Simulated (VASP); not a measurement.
Input of a VASP 6.6.1 run:

INCAR

```
SYSTEM = SnO2
ALGO = Normal
EDIFF = 1E-6
ENCUT = 520
GGA = PE
ISIF = 2
ISMEAR = 0
LASPH = .True.
LCHARG = .False.
LREAL = .False.
LWAVE = .False.
NBANDS = 35
NELM = 100
PREC = Accurate
SIGMA = 0.05
```

The input KPOINTS:

```
k-points
0
Gamma
  6 6 10
  0 0 0
```

The input POSCAR:

```
SnO2
1.0
    4.5430443386      0.0000000000      0.0000000000
    0.0000000000      4.5430443386      0.0000000000
    0.0000000000      0.0000000000      3.6564793637
Sn O
2 4
Direct
    0.0000000000      0.0000000000      0.0000000000
    0.5000000000      0.5000000000      0.5000000000
    0.3066050867      0.3066050867      0.0000000000
    0.1933949133      0.8066050867      0.5000000000
    0.6933949133      0.6933949133      0.0000000000
    0.8066050867      0.1933949133      0.5000000000
```

Potentials or basis: VASP PAW PBE potentials, release 64 (Sn_d, O).

The run is started by

```sh
$ cat potpaw_PBE.64/Sn_d/POTCAR potpaw_PBE.64/O/POTCAR > POTCAR
$ mpirun -np 1 vasp_std > vasp.out
```

Q: Predict the pressure.

A: -1.1 GPa.

Q: Estimate the largest force.

A: 0.517 eV/Å.

Q: Predict the band gap on the k mesh.

A: 0.46 eV.

Stress tensor (GPa, compression positive):
```
  8.28   0.00   0.00
  0.00   8.28   0.00
  0.00   0.00 -19.79
```

Caveat: the stress differs along the axes, from -20 to 8 GPa; semilocal functionals underestimate gaps, and a narrow one can read as zero; spin-orbit coupling is left out, which moves the levels of the heavy elements.
